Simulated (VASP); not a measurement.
## Al32Ga (a cell with a defect): single point with PBE

System: Al32Ga (a cell with a defect).

```
Al Ga
1.0
     8.10000    0.00000    0.00000
     0.00000    8.10000    0.00000
     0.00000    0.00000    8.10000
Al Ga
32 1
Direct
  0.49530 0.04512 0.97220
  0.75947 0.23723 0.94595
  0.78321 0.00056 0.22357
  0.01044 0.97504 0.95111
  0.25704 0.29467 0.96325
  0.52477 0.48700 0.89470
  0.74619 0.74425 0.98184
  0.26960 0.04291 0.19578
  0.55226 0.23264 0.24341
  0.80153 0.52531 0.21393
  0.49319 0.99358 0.44980
  0.75944 0.28720 0.48389
  0.75609 0.98885 0.71431
  0.00654 0.57432 0.97515
  0.26396 0.74712 0.98948
  0.01190 0.21695 0.21909
  0.15948 0.48546 0.22938
  0.51360 0.83010 0.18047
  0.02241 0.00458 0.44905
  0.24631 0.21864 0.50381
  0.49115 0.49338 0.49909
  0.77191 0.75447 0.48156
  0.25217 0.98670 0.72475
  0.51805 0.22999 0.69136
  0.80431 0.51604 0.72388
  0.00554 0.78207 0.23732
  0.01205 0.52254 0.50399
  0.28300 0.76177 0.47207
  0.00706 0.22737 0.70500
  0.24823 0.51830 0.71596
  0.51819 0.77635 0.71758
  0.02247 0.78210 0.71557
  0.46564 0.52078 0.19433
```

* Program: VASP 6.6.1
* Task: single point
* Functional: PBE
* Potentials or basis: VASP PAW PBE potentials, release 64 (Al, Ga_d)
* Cutoff: 520 eV
* k mesh: 2 × 2 × 2
* Occupations: fermi-dirac, width 0.05 eV
* Spin: no spin polarisation

| Quantity | Value |
| --- | --- |
| Pressure | 7.7 GPa |
| Largest force | 1.969 eV/Å |
| Band gap on the k mesh | zero (an odd number of electrons rules out a gap without spin polarisation) |

Forces on the atoms (eV/Å):
```
Al   0.178  0.263 -1.634
Al   0.656  0.397  0.386
Al  -0.856  0.298 -0.138
Al  -0.251  1.205  1.184
Al  -0.347 -0.389 -0.078
Al   0.148  0.211 -0.131
Al  -0.258  0.899 -0.870
Al  -0.377 -0.569  0.414
Al  -0.170  0.046 -0.441
Al  -0.489 -1.048  0.820
Al   0.901  0.326  0.838
Al   0.600 -0.548 -0.298
Al   0.237  0.602 -0.126
Al   0.129 -1.278 -1.061
Al   0.719  0.272 -0.299
Al  -0.899  0.842 -0.744
Al   0.788  0.399  0.476
Al   0.042 -1.282  1.365
Al  -0.427 -0.338  1.348
Al   0.879  1.409 -1.057
Al   0.523  0.297  0.465
Al  -0.658 -0.045 -0.311
Al   1.104  0.573  0.410
Al  -0.311 -0.179  0.404
Al  -1.161 -0.183  0.704
Al   1.019 -0.766 -0.370
Al   0.430 -0.254 -1.050
Al  -0.886 -0.483 -0.484
Al  -0.304  0.489  0.989
Al   0.003 -0.107  0.393
Al  -0.290 -0.544  0.191
Al  -0.542 -1.178 -0.947
Ga  -0.129  0.661 -0.349
```

Stress tensor (GPa, compression positive):
```
 8.48  0.42 -0.60
 0.42  6.86 -0.20
-0.60 -0.20  7.75
```

Levels at points of the mesh, in eV from the Fermi level:
```
           k point  band 52  band 53  band 54  band 55  band 56  band 57
(0.00, 0.00, 0.00)    -0.16    -0.12     0.22     0.44     0.51     0.57
(0.50, 0.00, 0.00)    -0.36    -0.31    -0.25    -0.05     0.10     0.42
(0.00, 0.50, 0.00)    -0.40    -0.27    -0.19    -0.13     0.03     0.33
(0.00, 0.00, 0.50)    -0.41    -0.27    -0.19    -0.04     0.08     0.26
(0.50, 0.50, 0.00)    -0.47    -0.41     0.42     0.49     0.55     0.76
(0.00, 0.50, 0.50)    -0.56    -0.39     0.35     0.50     0.65     0.79
(0.50, 0.00, 0.50)    -0.57    -0.42     0.46     0.55     0.60     0.78
(0.50, 0.50, 0.50)    -0.69    -0.61    -0.55    -0.51    -0.40    -0.32
```

It took 10 min on 1 thread of Intel(R) Xeon(R) Platinum 8488C (Sapphire Rapids) (shared host), peak memory 0.57 GiB.

Caveat: the k points lie up to 0.39 Å⁻¹ apart, too coarse for converged energies and pressures of a metal.
